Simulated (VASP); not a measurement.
# ScBr5 (P-1) in VASP: single point with r2SCAN

Aim: the single point of ScBr5 with r2SCAN.

All numbers are computed with VASP 6.6.1; they aren't measurements. Logs are shortened: lines on timing, memory, paths and dates and some standing lists are left out, and cuts for length are marked.

### 1 The cell of the first run

The typed cell holds 12 atoms: a = 6.582 Å, b = 7.163 Å, c = 9.764 Å, α = 108.84°, β = 90.89°, γ = 116.16°.

### 2 Single point, r2SCAN

File POSCAR:

```
ScBr5
1.0
    6.5821420000      0.0000000000      0.0000000000
   -3.1578980000      6.4290310000      0.0000000000
   -0.1516640000     -3.5873280000      9.0796860000
Sc Br
2 10
Direct
    0.8934400000      0.7774500000      0.2763500000
    0.1065600000      0.2225500000      0.7236500000
    0.2479000000      0.1873100000      0.4551500000
    0.7521000000      0.8126900000      0.5448500000
    0.1232900000      0.6182700000      0.3525500000
    0.8767100000      0.3817300000      0.6474500000
    0.6925700000      0.9943200000      0.2518300000
    0.3074300000      0.0056800000      0.7481700000
    0.5458400000      0.4155700000      0.1663700000
    0.4541600000      0.5844300000      0.8336300000
    0.0778500000      0.8150500000      0.0636900000
    0.9221500000      0.1849500000      0.9363100000
```

File INCAR.step1:

```
SYSTEM = ScBr5
ALGO = Normal ; EDIFF = 1E-4
ENCUT = 520 ; GGA = PE
ISMEAR = 0 ; LASPH = .True.
LCHARG = .False. ; LREAL = .False.
LWAVE = .True. ; NBANDS = 58
NELM = 100 ; PREC = Accurate
SIGMA = 0.0454
```

File INCAR.step2:

```
SYSTEM = ScBr5
ALGO = Normal ; EDIFF = 1E-7
ENCUT = 520 ; ISIF = 2
ISMEAR = 0 ; ISTART = 1
LASPH = .True. ; LCHARG = .False.
LMIXTAU = .True. ; LREAL = .False.
LWAVE = .False. ; METAGGA = R2SCAN
NBANDS = 58 ; NELM = 100
PREC = Accurate ; SIGMA = 0.0454
```

File KPOINTS:

```
Automatic mesh
0
Gamma
  3 3 2
  0.5 0 0
```

Potentials or basis: VASP PAW PBE potentials, release 64 (Sc_sv, Br).

Command:

```console
> cat potpaw_PBE.64/Sc_sv/POTCAR potpaw_PBE.64/Br/POTCAR > POTCAR
> cp INCAR.step1 INCAR
> mpirun -np 1 vasp_std > vasp.out
> cp INCAR.step2 INCAR
> mpirun -np 1 vasp_std > vasp.out
```

OUTCAR:

```text
SYSTEM = ScBr5
   EDIFF = 1E-7
   ENCUT = 520
   ISIF = 2
   ISMEAR = 0
   ISTART = 1
   LASPH = .True.
   LREAL = .False.
   METAGGA = R2SCAN
   NELM = 100
   PREC = Accurate

 ion  position               nearest neighbor table
   1  0.893  0.777  0.276-   9 2.45  11 2.45   5 2.49   7 2.50   3 2.76   4 2.77
   2  0.107  0.223  0.724-  10 2.45  12 2.45   6 2.49   8 2.50   4 2.76   3 2.77
   3  0.248  0.187  0.455-   1 2.76   2 2.77
   4  0.752  0.813  0.545-   2 2.76   1 2.77
   5  0.123  0.618  0.353-   1 2.49
   6  0.877  0.382  0.647-   2 2.49
   7  0.693  0.994  0.252-   1 2.50
   8  0.307  0.006  0.748-   2 2.50
   9  0.546  0.416  0.166-   1 2.45
  10  0.454  0.584  0.834-   2 2.45
  11  0.078  0.815  0.064-   1 2.45
  12  0.922  0.185  0.936-   2 2.45

  LATTYP: Found a triclinic cell.
 ALAT       =     7.1627340714
 B/A-ratio  =     1.0169419104
 C/A-ratio  =     1.6320856302
 COS(alpha) =     0.0122547054
 COS(beta)  =     0.5179492269
 COS(gamma) =     0.5849474779

  Lattice vectors:

 A1 = (  -3.1578980000,   6.4290310000,   0.0000000000)
 A2 = (   3.4242440000,   6.4290310000,   0.0000000000)
 A3 = (  -6.4304780000,   3.5873280000,  -9.0796860000)

Analysis of symmetry for initial positions (statically):
=====================================================================
 Subroutine PRICEL returns:
 Original cell was already a primitive cell.

 Routine SETGRP: Setting up the symmetry group for a
 triclinic supercell.

 Subroutine GETGRP returns: Found  2 space group operations
 (whereof  2 operations were pure point group operations)
 out of a pool of  2 trial point group operations.

The static configuration has the point symmetry S_2 .

Analysis of symmetry for dynamics (positions and initial velocities):
=====================================================================
 Subroutine PRICEL returns:
 Original cell was already a primitive cell.

 Routine SETGRP: Setting up the symmetry group for a
 triclinic supercell.

 Subroutine GETGRP returns: Found  2 space group operations
 (whereof  2 operations were pure point group operations)
 out of a pool of  2 trial point group operations.

The dynamic configuration has the point symmetry S_2 .

 Subroutine INISYM returns: Found  2 space group operations
 (whereof  2 operations are pure point group operations),
 and found     1 'primitive' translations

----------------------------------------------------------------------------------------

                                     Primitive cell

  volume of cell :     384.2232

  direct lattice vectors                    reciprocal lattice vectors
     6.582142000  0.000000000  0.000000000     0.151926227  0.074625170  0.032021669
    -3.157898000  6.429031000  0.000000000     0.000000000  0.155544436  0.061454648
    -0.151664000 -3.587328000  9.079686000     0.000000000  0.000000000  0.110135967

  length of vectors
     6.582142000  7.162734071  9.763842584     0.172266891  0.167244567  0.110135967

  position of ions in fractional coordinates (direct lattice)
     0.893440000  0.777450000  0.276350000
     0.106560000  0.222550000  0.723650000
     0.247900000  0.187310000  0.455150000
     0.752100000  0.812690000  0.544850000
     0.123290000  0.618270000  0.352550000
     0.876710000  0.381730000  0.647450000
     0.692570000  0.994320000  0.251830000
     0.307430000  0.005680000  0.748170000
     0.545840000  0.415570000  0.166370000
     0.454160000  0.584430000  0.833630000
     0.077850000  0.815050000  0.063690000
     0.922150000  0.184950000  0.936310000

  ion indices of the primitive-cell ions
   primitive index   ion index
                 1           1
                 2           2
                 3           3
                 4           4
                 5           5
                 6           6
                 7           7
                 8           8
                 9           9
                10          10
                11          11
                12          12

----------------------------------------------------------------------------------------

 KPOINTS: Automatic mesh

Automatic generation of k-mesh.
 Grid dimensions read from file:
 generate k-points for:    3    3    2

 Generating k-lattice:

  Cartesian coordinates                     Fractional coordinates (reciprocal lattice)
     0.050642076  0.024875057  0.010673890     0.333333333  0.000000000  0.000000000
     0.000000000  0.051848145  0.020484883     0.000000000  0.333333333  0.000000000
     0.000000000  0.000000000  0.055067984     0.000000000  0.000000000  0.500000000

  Length of vectors
     0.057422297  0.055748189  0.055067984

  Shift w.r.t. Gamma in fractional coordinates (k-lattice)
     0.500000000  0.000000000  0.000000000

 Subroutine IBZKPT returns following result:
 ===========================================

 Found     10 irreducible k-points:

 Following reciprocal coordinates:
            Coordinates               Weight
  0.166667  0.000000 -0.000000      2.000000
  0.500000  0.000000 -0.000000      1.000000
  0.166667  0.333333 -0.000000      2.000000
  0.500000  0.333333  0.000000      2.000000
 -0.166667  0.333333  0.000000      2.000000
  0.166667  0.000000  0.500000      2.000000
  0.500000  0.000000  0.500000      1.000000
  0.166667  0.333333  0.500000      2.000000
  0.500000  0.333333  0.500000      2.000000
 -0.166667  0.333333  0.500000      2.000000
   k-points           NKPTS =     10   k-points in BZ     NKDIM =     10   number of bands    NBANDS=     58
   number of dos      NEDOS =    301   number of ions     NIONS =     12
   total plane-waves  NPLWV = 216000
   dimension x,y,z NGX =    50 NGY =   54 NGZ =   80
   dimension x,y,z NGXF=   100 NGYF=  108 NGZF=  160
   ions per type =               2  10
   NGX,Y,Z   is equivalent  to a cutoff of  12.63, 12.53, 13.62 a.u.
   NGXF,Y,Z  is equivalent  to a cutoff of  25.26, 25.07, 27.24 a.u.
 SYSTEM =  ScBr5
   PREC   = accura    normal or accurate (medium, high low for compatibility)
   ISTART =      1    job   : 0-new  1-cont  2-samecut
   ICHARG =      0    charge: 1-file 2-atom 10-const
   ISPIN  =      1    spin polarized calculation?
   LNONCOLLINEAR =      F non collinear calculations
   LSORBIT =      F    spin-orbit coupling
   LASPH  =      T    aspherical Exc in radial PAW
   ENCUT  =  520.0 eV  38.22 Ry    6.18 a.u.  12.24 13.32 18.15*2*pi/ulx,y,z
   NELM   =    100;   NELMIN=  2; NELMDL=  0     # of ELM steps
   EDIFF  = 0.1E-06   stopping-criterion for ELM
   LREAL  =      F    real-space projection
   EDIFFG = 0.1E-05   stopping-criterion for IOM
   NSW    =      0    number of steps for IOM
   IBRION =     -1    ionic relax: 0-MD 1-quasi-New 2-CG
   NFREE  =      0    steps in history (QN), initial steepest desc. (CG)
   ISIF   =      2    stress and relaxation
   ISYM   =      2    0-nonsym 1-usesym 2-fastsym
   POTIM  = 0.5000    time-step for ionic-motion
   TEBEG  =    0.0;   TEEND  =   0.0 temperature during run
   PSTRESS=    0.0 pullay stress
   NELECT =      92.0000    total number of electrons
   NUPDOWN=      -1.0000    fix difference up-down
   EMIN   =  10.00;   EMAX   =-10.00  energy-range for DOS
   EFERMI =   0.00;   METHOD = LEGACY
   ISMEAR =     0;   SIGMA  =   0.05  broadening in eV -4-tet -1-fermi 0-gaus
   EFERMI_NEDOS =   21; number of points for ismear=-14 and -15
   IALGO  =     38    algorithm
   IMIX   =      4    mixing-type and parameters
     AMIX     =   0.40;   BMIX     =  1.00
     AMIX_MAG =   1.60;   BMIX_MAG =  1.00
  volume/ion in A,a.u.               =      32.02       216.07
  Fermi-wavevector in a.u.,A,eV,Ry     =   1.016583  1.921064 14.060823  1.033441
  Thomas-Fermi vector in A             =   2.149935
   LORBIT       =      0    0 simple, 1 ext, 2 COOP (PROOUT), +10 PAW based schemes
   METAGGA = R2SCAN    functional components
   LHFCALC =     F    Hartree Fock is set to
   AEXX    =    0.0000 exact exchange contribution
   IVDW    =     0    specifies the selected vdW correction
   LEPSILON=     F    determine dielectric tensor
   LRPA    =     F    only Hartree local field effects (RPA)
 non-spin polarized calculation
 Gauss-broadening in eV      SIGMA  =   0.05
  energy-cutoff  :      520.00
  volume of cell :      384.22
 maximum number of plane-waves:     10367
 NGX is ok and might be reduce to    50
   NGX = 25   NGY = 27   NGZ = 37

 number of electron      92.0000001 magnetization

 Free energy of the ion-electron system (eV)
  ---------------------------------------------------
  ext. energy  EPLUGINS =         0.00000000
  ---------------------------------------------------
  free energy    TOTEN  =      -166.67207098 eV

  energy without entropy =     -166.63995239  energy(sigma->0) =     -166.65601168

 E-fermi :  -0.9861     XC(G=0):  -8.5269

 val. band max:       -0.9944636756   @ k =   0.5000   0.0000  -0.0000
 cond. band min:      -0.9775049826   @ k =   0.1667   0.3333   0.5000
 fundamental gap:      0.0169586930
 Fermi energy:        -0.9861158128

 k-point     1 :       0.1667    0.0000   -0.0000
  band No.  band energies     occupation
      1     -50.9524      2.00000
      2     -50.9521      2.00000
      3     -28.6736      2.00000
      4     -28.6729      2.00000
      5     -28.6670      2.00000
      6     -28.6636      2.00000
[... 50 lines left out ...]
     57       5.0313      0.00000
     58       5.0935      0.00000

 k-point     2 :       0.5000    0.0000   -0.0000
  band No.  band energies     occupation
      1     -50.9524      2.00000
      2     -50.9521      2.00000
      3     -28.6737      2.00000
      4     -28.6729      2.00000
      5     -28.6669      2.00000
      6     -28.6637      2.00000
[... 50 lines left out ...]
     57       5.0278      0.00000
     58       5.1342      0.00000

 k-point     3 :       0.1667    0.3333   -0.0000
  band No.  band energies     occupation
      1     -50.9524      2.00000
      2     -50.9521      2.00000
      3     -28.6737      2.00000
      4     -28.6729      2.00000
      5     -28.6669      2.00000
      6     -28.6637      2.00000
[... 362 lines left out ...]
      3     -28.6737      2.00000
      4     -28.6730      2.00000
      5     -28.6669      2.00000
      6     -28.6637      2.00000
[... 50 lines left out ...]
     57       4.9163      0.00000
     58       5.1585      0.00000

 k-point    10 :      -0.1667    0.3333    0.5000
  band No.  band energies     occupation
      1     -50.9524      2.00000
      2     -50.9521      2.00000
      3     -28.6737      2.00000
      4     -28.6729      2.00000
      5     -28.6669      2.00000
      6     -28.6637      2.00000
[... 50 lines left out ...]
     57       4.9688      0.00000
     58       5.0521      0.00000

------------------------ aborting loop because EDIFF is reached ----------------------------------------

  FORCE on cell =-STRESS in cart. coord.  units (eV):
  Direction    XX          YY          ZZ          XY          YZ          ZX
  --------------------------------------------------------------------------------------
  -------------------------------------------------------------------------------------
  Total        7.4200852      5.4614321      3.6563460     -1.1956822     -0.7846406      0.3589144
  in kB       30.9411092     22.7736964     15.2466444     -4.9858906     -3.2718828      1.4966419
  external PRESSURE =      22.9871500 kB  Pullay stress =       0.0000000 kB

 VOLUME and BASIS-vectors are now :
 -----------------------------------------------------------------------------
  energy-cutoff  :      520.00
  volume of cell :      384.22
      direct lattice vectors                 reciprocal lattice vectors
     6.582142000  0.000000000  0.000000000     0.151926227  0.074625170  0.032021669
    -3.157898000  6.429031000  0.000000000     0.000000000  0.155544436  0.061454648
    -0.151664000 -3.587328000  9.079686000     0.000000000  0.000000000  0.110135967

 POSITION                                       TOTAL-FORCE (eV/Angst)
 -----------------------------------------------------------------------------------
      3.38373      4.00689      2.50917        -0.129507      0.389624      1.030346
     -0.11115     -1.16519      6.57051         0.129507     -0.389624     -1.030346
      0.97118     -0.42855      4.13262         0.152915      0.120196     -0.029859
      2.30140      3.27025      4.94707        -0.152915     -0.120196      0.029859
     -1.19439      2.71016      3.20104         0.873671     -0.589384      0.320101
      4.46697      0.13154      5.87864        -0.873671      0.589384     -0.320101
      1.38044      5.48912      2.28654        -0.763760      0.548450     -0.014854
      1.89214     -2.64741      6.79315         0.763760     -0.548450      0.014854
      2.25524      2.07489      1.51059        -0.493065     -0.744543     -0.505750
      1.01734      0.76681      7.56910         0.493065      0.744543      0.505750
     -2.07108      5.01150      0.57829         0.417663      0.387258     -0.865709
      5.34366     -2.16980      8.50140        -0.417663     -0.387258      0.865709
 -----------------------------------------------------------------------------------
    total drift:                                0.000000     -0.000000      0.000000

  FREE ENERGIE OF THE ION-ELECTRON SYSTEM (eV)
  ---------------------------------------------------
  free  energy   TOTEN  =      -166.6720709796 eV

  energy  without entropy=     -166.6399523896  energy(sigma->0) =     -166.65601168
```

It took 32 min on 1 thread of Intel Xeon Platinum 8259CL at 2.50GHz (Skylake/Cascade Lake), shared host; peak memory 0.61 GiB.

Results:

```
Free energy            : -166.6721 eV
Pressure               : 2.3 GPa
Largest force          : 1.109 eV/Å
Band gap on the k mesh : zero (bands 46 and 47 overlap by 0.08 eV)
```

Forces on the atoms (eV/Å):
```
Sc  -0.130  0.390  1.030
Sc   0.130 -0.390 -1.030
Br   0.153  0.120 -0.030
Br  -0.153 -0.120  0.030
Br   0.874 -0.589  0.320
Br  -0.874  0.589 -0.320
Br  -0.764  0.548 -0.015
Br   0.764 -0.548  0.015
Br  -0.493 -0.745 -0.506
Br   0.493  0.745  0.506
Br   0.418  0.387 -0.866
Br  -0.418 -0.387  0.866
```

Caveat: the k points lie up to 0.36 Å⁻¹ apart; the PAW data sets were made with another functional, which shifts forces and pressure a little.
